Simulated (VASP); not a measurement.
# As (R-3m) in VASP: notebook

As is run at these levels: PBE+D3(BJ); tasks: relaxation of shape and atoms at fixed volume, single point.

Program: VASP 6.6.1. These are calculated values, not measurements. Logs are shortened: lines on timing, memory, paths and dates and some standing lists are left out, and cuts for length are marked.

## 1. The cell of the first run

The structure is trigonal, space group R-3m (No. 166). Conventional cell: a = 3.677 Å, b = 3.677 Å, c = 9.423 Å, α = 90.00°, β = 90.00°, γ = 120.00°. As (site symmetry 3m) has 6 As at 2.48 to 2.82 Å within 3.3 Å.

## 2. Relaxation of shape and atoms at fixed volume, PBE+D3(BJ) (18.38 Å³/atom)

The input, INCAR:

```
PREC     = Accurate       # precision mode
ENCUT    = 600            # plane-wave cutoff, eV
EDIFF    = 1E-6           # SCF threshold, eV
ISMEAR   = 0              # smearing method
SIGMA    = 0.1            # smearing width, eV
LREAL    = False          # projectors in reciprocal space
LASPH    = True           # aspherical terms in the spheres
NELM     = 80             # most SCF steps
ALGO     = Normal         # electronic algorithm
ISIF     = 4              # what is computed and relaxed
LWAVE    = False          # write WAVECAR
LCHARG   = False          # write CHGCAR
GGA      = PE             # functional
IVDW     = 12             # dispersion correction
IBRION   = 2              # ionic algorithm
NSW      = 50             # ionic steps
EDIFFG   = -0.01          # ionic threshold
```

The input, KPOINTS:

```
regular mesh
0
Gamma
  15 15 15
```

The input, POSCAR:

```
As
1.0
    1.8382962456      1.0613408323      3.1408347100
   -1.8382962456      1.0613408323      3.1408347100
    0.0000000000     -2.1226816645      3.1408347100
As
2
Direct
    0.7653741714      0.7653741714      0.7653741714
    0.2346258286      0.2346258286      0.2346258286
```

Potentials or basis: VASP PAW PBE potentials, release 64 (As).

Launch:

```
$ cat potpaw_PBE.64/As/POTCAR > POTCAR
$ mpirun -np 1 vasp_std > vasp.out
```

OUTCAR:

```text
PREC = Accurate
   ENCUT = 600
   EDIFF = 1E-6
   ISMEAR = 0
   LREAL = False
   LASPH = True
   NELM = 80
   ISIF = 4
   GGA = PE
   IVDW = 12
   IBRION = 2
   NSW = 50
   EDIFFG = -0.01
 IVDW          = 12

 ion  position               nearest neighbor table
   1  0.765  0.765  0.765-   2 2.48   2 2.48   2 2.48   2 2.82   2 2.82   2 2.82
   2  0.235  0.235  0.235-   1 2.48   1 2.48   1 2.48   1 2.82   1 2.82   1 2.82

  LATTYP: Found a trigonal (rhomboedric) cell.
 ALAT       =     3.7908600771
 COS(alpha) =     0.5296886206

  Lattice vectors:

 A1 = (   1.8382962456,   1.0613408323,   3.1408347100)
 A2 = (  -1.8382962456,   1.0613408323,   3.1408347100)
 A3 = (   0.0000000000,  -2.1226816645,   3.1408347100)

Analysis of symmetry for initial positions (statically):
=====================================================================
 Subroutine PRICEL returns:
 Original cell was already a primitive cell.

 Routine SETGRP: Setting up the symmetry group for a
 trigonal (rhombohedral) supercell.

 Subroutine GETGRP returns: Found 12 space group operations
 (whereof 12 operations were pure point group operations)
 out of a pool of 12 trial point group operations.

The static configuration has the point symmetry D_3d.

Analysis of symmetry for dynamics (positions and initial velocities):
=====================================================================
 Subroutine PRICEL returns:
 Original cell was already a primitive cell.

 Routine SETGRP: Setting up the symmetry group for a
 trigonal (rhombohedral) supercell.

 Subroutine GETGRP returns: Found 12 space group operations
 (whereof 12 operations were pure point group operations)
 out of a pool of 12 trial point group operations.

The dynamic configuration has the point symmetry D_3d.

 Subroutine INISYM returns: Found 12 space group operations
 (whereof 12 operations are pure point group operations),
 and found     1 'primitive' translations

----------------------------------------------------------------------------------------

                                     Primitive cell

  volume of cell :      36.7677

  direct lattice vectors                    reciprocal lattice vectors
     1.838296246  1.061340832  3.140834710     0.271990981  0.157034066  0.106128900
    -1.838296246  1.061340832  3.140834710    -0.271990981  0.157034066  0.106128900
     0.000000000 -2.122681664  3.140834710     0.000000000 -0.314068133  0.106128900

  length of vectors
     3.790860077  3.790860077  3.790860077     0.331514910  0.331514910  0.331514910

  position of ions in fractional coordinates (direct lattice)
     0.765374171  0.765374171  0.765374171
     0.234625829  0.234625829  0.234625829

  ion indices of the primitive-cell ions
   primitive index   ion index
                 1           1
                 2           2

----------------------------------------------------------------------------------------

 KPOINTS: regular mesh

Automatic generation of k-mesh.
 Grid dimensions read from file:
 generate k-points for:   15   15   15

 Generating k-lattice:

  Cartesian coordinates                     Fractional coordinates (reciprocal lattice)
     0.018132732  0.010468938  0.007075260     0.066666667 -0.000000000  0.000000000
    -0.018132732  0.010468938  0.007075260    -0.000000000  0.066666667  0.000000000
     0.000000000 -0.020937876  0.007075260     0.000000000  0.000000000  0.066666667

  Length of vectors
     0.022100994  0.022100994  0.022100994

  Shift w.r.t. Gamma in fractional coordinates (k-lattice)
     0.000000000  0.000000000  0.000000000

 Subroutine IBZKPT returns following result:
 ===========================================

 Found    344 irreducible k-points:

 Following reciprocal coordinates:
            Coordinates               Weight
  0.000000  0.000000  0.000000      1.000000
  0.066667  0.000000  0.000000      6.000000
  0.133333  0.000000  0.000000      6.000000
  0.200000  0.000000  0.000000      6.000000
  0.266667  0.000000  0.000000      6.000000
  0.333333  0.000000  0.000000      6.000000
[... 16 lines left out ...]
  0.133333  0.133333  0.000000      6.000000
  0.200000  0.133333 -0.000000     12.000000
 [... further k-points ...]
   k-points           NKPTS =    344   k-points in BZ     NKDIM =    344   number of bands    NBANDS=      9
   number of dos      NEDOS =    301   number of ions     NIONS =      2
   total plane-waves  NPLWV =  27000
   dimension x,y,z NGX =    30 NGY =   30 NGZ =   30
   dimension x,y,z NGXF=    60 NGYF=   60 NGZF=   60
   ions per type =               2
   NGX,Y,Z   is equivalent  to a cutoff of  13.16, 13.16, 13.16 a.u.
   NGXF,Y,Z  is equivalent  to a cutoff of  26.31, 26.31, 26.31 a.u.
 SYSTEM =  unknown system
   PREC   = accura    normal or accurate (medium, high low for compatibility)
   ISTART =      0    job   : 0-new  1-cont  2-samecut
   ICHARG =      2    charge: 1-file 2-atom 10-const
   ISPIN  =      1    spin polarized calculation?
   LNONCOLLINEAR =      F non collinear calculations
   LSORBIT =      F    spin-orbit coupling
   LASPH  =      T    aspherical Exc in radial PAW
   ENCUT  =  600.0 eV  44.10 Ry    6.64 a.u.   7.57  7.57  7.57*2*pi/ulx,y,z
   NELM   =     80;   NELMIN=  2; NELMDL= -5     # of ELM steps
   EDIFF  = 0.1E-05   stopping-criterion for ELM
   LREAL  =      F    real-space projection
   EDIFFG = -.1E-01   stopping-criterion for IOM
   NSW    =     50    number of steps for IOM
   IBRION =      2    ionic relax: 0-MD 1-quasi-New 2-CG
   NFREE  =      1    steps in history (QN), initial steepest desc. (CG)
   ISIF   =      4    stress and relaxation
   ISYM   =      2    0-nonsym 1-usesym 2-fastsym
   POTIM  = 0.5000    time-step for ionic-motion
   TEBEG  =    0.0;   TEEND  =   0.0 temperature during run
   PSTRESS=    0.0 pullay stress
   NELECT =      10.0000    total number of electrons
   NUPDOWN=      -1.0000    fix difference up-down
   EMIN   =  10.00;   EMAX   =-10.00  energy-range for DOS
   EFERMI =   0.00;   METHOD = LEGACY
   ISMEAR =     0;   SIGMA  =   0.10  broadening in eV -4-tet -1-fermi 0-gaus
   EFERMI_NEDOS =   21; number of points for ismear=-14 and -15
   IALGO  =     38    algorithm
   IMIX   =      4    mixing-type and parameters
     AMIX     =   0.40;   BMIX     =  1.00
     AMIX_MAG =   1.60;   BMIX_MAG =  1.00
  volume/ion in A,a.u.               =      18.38       124.06
  Fermi-wavevector in a.u.,A,eV,Ry     =   1.060684  2.004402 15.307236  1.125050
  Thomas-Fermi vector in A             =   2.196073
   LORBIT       =      0    0 simple, 1 ext, 2 COOP (PROOUT), +10 PAW based schemes
   GGA     = PE    functional components
   LHFCALC =     F    Hartree Fock is set to
   AEXX    =    0.0000 exact exchange contribution
   IVDW    =    12    specifies the selected vdW correction
   LEPSILON=     F    determine dielectric tensor
   LRPA    =     F    only Hartree local field effects (RPA)
 conjugate gradient relaxation of ions
 non-spin polarized calculation
 Gauss-broadening in eV      SIGMA  =   0.10
  energy-cutoff  :      600.00
  volume of cell :       36.77
 maximum number of plane-waves:      1267
   NGX = 15   NGY = 15   NGZ = 15

--------------------------------------- Ionic step        1  -------------------------------------------

 number of electron      10.0000000 magnetization

 number of electron       9.9999999 magnetization

 Free energy of the ion-electron system (eV)
  ---------------------------------------------------
  ext. energy  EPLUGINS =         0.00000000
  ---------------------------------------------------
  free energy    TOTEN  =        -9.05251609 eV

  energy without entropy =       -9.05148152  energy(sigma->0) =       -9.05199881

------------------------ aborting loop because EDIFF is reached ----------------------------------------

 Edisp (eV)   -0.98581

 E8    (eV) :    -0.4168

  FORCE on cell =-STRESS in cart. coord.  units (eV):
  Direction    XX          YY          ZZ          XY          YZ          ZX
  --------------------------------------------------------------------------------------
  -------------------------------------------------------------------------------------
  Total       2.51012     2.51012     2.34973     0.00000     0.00000     0.00000
  in kB     109.37996   109.37996   102.39111     0.00000     0.00000     0.00000
  external pressure =      107.05 kB  Pullay stress =        0.00 kB

 VOLUME and BASIS-vectors are now :
 -----------------------------------------------------------------------------
  energy-cutoff  :      600.00
  volume of cell :       36.77
      direct lattice vectors                 reciprocal lattice vectors
     1.838296246  1.061340832  3.140834710     0.271990981  0.157034066  0.106128900
    -1.838296246  1.061340832  3.140834710    -0.271990981  0.157034066  0.106128900
     0.000000000 -2.122681664  3.140834710     0.000000000 -0.314068133  0.106128900
[... 161 lines left out ...]
 POSITION                                       TOTAL-FORCE (eV/Angst)
 -----------------------------------------------------------------------------------
     -0.00000      0.00000      7.14596        -0.000000      0.000000      0.004643
     -0.00000      0.00000      2.21542         0.000000     -0.000000     -0.004643
 -----------------------------------------------------------------------------------
    total drift:                                0.000000     -0.000000      0.000000

  FREE ENERGIE OF THE ION-ELECTRON SYSTEM (eV)
  ---------------------------------------------------
  free  energy   TOTEN  =       -10.0435660274 eV

  energy  without entropy=      -10.0421590348  energy(sigma->0) =      -10.04286253

--------------------------------------- Ionic step        6  -------------------------------------------

 number of electron      10.0000000 magnetization

 Free energy of the ion-electron system (eV)
  ---------------------------------------------------
  ext. energy  EPLUGINS =         0.00000000
  ---------------------------------------------------
  free energy    TOTEN  =        -9.05794142 eV

  energy without entropy =       -9.05660106  energy(sigma->0) =       -9.05727124

 E-fermi :   7.1437     XC(G=0): -10.7270

 val. band max:        7.1201426173   @ k =   0.2667   0.2667   0.2000
 cond. band min:       7.1459393578   @ k =   0.4000   0.3333   0.3333
 fundamental gap:      0.0257967405
 Fermi energy:         7.1436711928

 k-point     1 :       0.0000    0.0000    0.0000
  band No.  band energies     occupation
      1      -8.9533      2.00000
      2       2.5229      2.00000
      3       4.7487      2.00000
      4       4.8505      2.00000
      5       4.8505      2.00000
      6      10.2025      0.00000
      7      10.9120      0.00000
      8      10.9120      0.00000
      9      13.1195      0.00000

 k-point     2 :       0.0667    0.0000    0.0000
  band No.  band energies     occupation
      1      -8.8866      2.00000
      2       2.0463      2.00000
      3       4.7569      2.00000
      4       4.8366      2.00000
      5       5.1375      2.00000
      6      10.1425      0.00000
      7      10.6997      0.00000
      8      10.7519      0.00000
      9      12.9056      0.00000
[... 253 lines left out ...]
 k-point    24 :       0.2000    0.1333   -0.0000
  band No.  band energies     occupation
      1      -8.3699      2.00000
      2       0.3334      2.00000
      3       3.8029      2.00000
      4       4.0652      2.00000
      5       6.6921      2.00000
      6       8.1731      0.00000
      7      10.3325      0.00000
      8      11.3731      0.00000
      9      12.1836      0.00000

 [... further k-points ...]

------------------------ aborting loop because EDIFF is reached ----------------------------------------

 Edisp (eV)   -0.98569

 E8    (eV) :    -0.4167

  FORCE on cell =-STRESS in cart. coord.  units (eV):
  Direction    XX          YY          ZZ          XY          YZ          ZX
  --------------------------------------------------------------------------------------
  -------------------------------------------------------------------------------------
  Total       2.20538     2.20538     2.20757     0.00000     0.00000     0.00000
  in kB      96.10086    96.10086    96.19627     0.00000     0.00000     0.00000
  external pressure =       96.13 kB  Pullay stress =        0.00 kB

 VOLUME and BASIS-vectors are now :
 -----------------------------------------------------------------------------
  energy-cutoff  :      600.00
  volume of cell :       36.77
      direct lattice vectors                 reciprocal lattice vectors
     1.846203241  1.065905938  3.113988927     0.270826087  0.156361514  0.107043840
    -1.846203241  1.065905938  3.113988927    -0.270826087  0.156361514  0.107043840
    -0.000000000 -2.131811877  3.113988927     0.000000000 -0.312723029  0.107043840

 POSITION                                       TOTAL-FORCE (eV/Angst)
 -----------------------------------------------------------------------------------
     -0.00000      0.00000      7.13127         0.000000     -0.000000     -0.002381
     -0.00000      0.00000      2.21070        -0.000000      0.000000      0.002381
 -----------------------------------------------------------------------------------
    total drift:                                0.000000     -0.000000      0.000000

  FREE ENERGIE OF THE ION-ELECTRON SYSTEM (eV)
  ---------------------------------------------------
  free  energy   TOTEN  =       -10.0436269570 eV

  energy  without entropy=      -10.0422865995  energy(sigma->0) =      -10.04295678

 reached required accuracy - stopping structural energy minimisation
```

Run time: 6.1 min. Hardware: 1 thread of Intel Xeon 8259CL, shared host; peak memory 0.29 GiB.

Results:

| Item | Value |
| --- | --- |
| Free energy | -10.0436 eV |
| Energy gained by relaxing | 2.7 meV/atom |
| Ionic steps | 6 |
| Pressure after relaxing | 9.6 GPa |
| Band gap on the k mesh | zero (bands 5 and 6 overlap by 0.61 eV) |
| Dispersion energy per atom | -0.493 eV |

Forces on the atoms (eV/Å):
```
As   0.000  0.000 -0.002
As   0.000  0.000  0.002
```

The path:
```
step  energy change (eV)  largest force (eV/Å)  pressure (GPa)  volume (Å³)
   1              0.0000                0.2525           10.71        36.77
   2             -0.0044                0.0783           10.03        36.77
   3             -0.0050                0.0171            9.65        36.77
   4             -0.0050                0.0123            9.67        36.77
   5             -0.0052                0.0046            9.64        36.77
   6             -0.0053                0.0024            9.61        36.77
```

Final structure:
```
As
1.0
     1.84620    1.06591    3.11399
    -1.84620    1.06591    3.11399
     0.00000   -2.13181    3.11399
As
2
Direct
  0.76336 0.76336 0.76336
  0.23664 0.23664 0.23664
```

## 3. Relaxation of shape and atoms at fixed volume, PBE+D3(BJ) (19.01 Å³/atom)

This run uses another cell than the first one, of 19.01 Å³/atom.

The input, INCAR:

```
SYSTEM = As
  ALGO = Normal
  EDIFF = 1E-7
  EDIFFG = -0.01
  ENCUT = 600
  GGA = PE
  IBRION = 2
  ISIF = 4
  ISMEAR = 0
  IVDW = 12
  LASPH = .TRUE.
  LCHARG = .FALSE.
  LREAL = .FALSE.
  LWAVE = .FALSE.
  NELM = 100
  NSW = 50
  PREC = Accurate
  SIGMA = 0.1
```

The input, KPOINTS:

```
k-points
0
G
  15 15 15
  0 0 0
```

The input, POSCAR:

```
As
1.0
    1.8513944081      1.0689030599      3.2021148677
   -1.8513944081      1.0689030599      3.2021148677
    0.0000000000     -2.1378061198      3.2021148677
As
2
Direct
    0.7668407953      0.7668407953      0.7668407953
    0.2331592047      0.2331592047      0.2331592047
```

Potentials or basis: VASP PAW PBE potentials, release 64 (As).

Launch:

```
$ cat potpaw_PBE.64/As/POTCAR > POTCAR
$ mpirun -np 1 vasp_std > vasp.out
```

Run time: 5.8 min. Hardware: 1 thread of Intel Xeon 8259CL, shared host; peak memory 0.3 GiB.

Results (log left out):

```
Free energy                : -10.1062 eV
Energy gained by relaxing  : 2.6 meV/atom
Ionic steps                : 6
Pressure after relaxing    : 6.5 GPa
Band gap on the k mesh     : zero (bands 5 and 6 overlap by 0.33 eV)
Dispersion energy per atom : -0.477 eV
```

Forces in eV/Å, atoms in the order of the input:
```
As   0.000  0.000 -0.002
As   0.000  0.000  0.002
```

Step by step:
| step | energy change (eV) | largest force (eV/Å) | pressure (GPa) | volume (Å³) |
| --- | --- | --- | --- | --- |
| 1 | 0.0000 | 0.2484 | 7.55 | 38.02 |
| 2 | -0.0042 | 0.0710 | 6.90 | 38.02 |
| 3 | -0.0048 | 0.0216 | 6.55 | 38.02 |
| 4 | -0.0048 | 0.0166 | 6.57 | 38.02 |
| 5 | -0.0051 | 0.0059 | 6.52 | 38.02 |
| 6 | -0.0052 | 0.0022 | 6.49 | 38.02 |

Final structure:
```
As
1.0
     1.85993    1.07383    3.17279
    -1.85993    1.07383    3.17279
     0.00000   -2.14766    3.17279
As
2
Direct
  0.76493 0.76493 0.76493
  0.23507 0.23507 0.23507
```

Levels at points of the mesh, in eV from the Fermi level:
| k point | band 1 | band 2 | band 3 | band 4 | band 5 | band 6 | band 7 | band 8 | band 9 |
| --- | --- | --- | --- | --- | --- | --- | --- | --- | --- |
| (0.00, 0.00, 0.00) | -15.83 | -4.91 | -2.41 | -2.25 | -2.25 | 2.79 | 3.58 | 3.58 | 6.08 |

[end of part 1 of 2]

The gap in the log of VASP goes by the Fermi energy; the results here count the filled bands.